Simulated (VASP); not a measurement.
**C: single point with PBE**

C:

```
CELL_PARAMETERS angstrom
0.00000 1.78012 1.78012
1.78012 0.00000 1.78012
1.78012 1.78012 0.00000
ATOMIC_POSITIONS crystal
C 0.00000 0.00000 0.00000
C 0.25000 0.25000 0.25000
```

```json
{"Program": "VASP 6.6.1", "Task": "single point", "Functional": "PBE", "Potentials or basis": "VASP PAW PBE potentials, release 64 (C)", "Cutoff": "520 eV", "k mesh": "8 × 8 × 8", "Occupations": "gaussian, width 0.01 eV", "Spin": "no spin polarisation", "Dipole correction": "no", "Further INCAR settings": "ALGO = Normal; EDIFF = 1e-07; NBANDS = 11"}
```

- Pressure: 4.9 GPa
- Band gap on the k mesh: 4.14 eV (least direct gap 5.60 eV)

Levels at points of the mesh, in eV from the valence-band top:
| k point | band 2 | band 3 | band 4 | band 5 | band 6 | band 7 |
| --- | --- | --- | --- | --- | --- | --- |
| (0.00, 0.00, 0.00) | 0.00 | 0.00 | 0.00 | 5.60 | 5.60 | 5.60 |
| (0.50, 0.00, 0.00) | -13.43 | -2.81 | -2.81 | 8.48 | 8.48 | 8.92 |
| (0.50, 0.50, 0.00) | -12.80 | -6.33 | -6.33 | 4.77 | 4.77 | 16.89 |

Wall time 4.9 s on 1 thread of Intel(R) Xeon(R) Platinum 8259CL CPU @ 2.50GHz (Skylake/Cascade Lake), on a shared host, peak memory 0.12 GiB.

Caveat: the cell stands under pressure. A k mesh can miss the band edges.
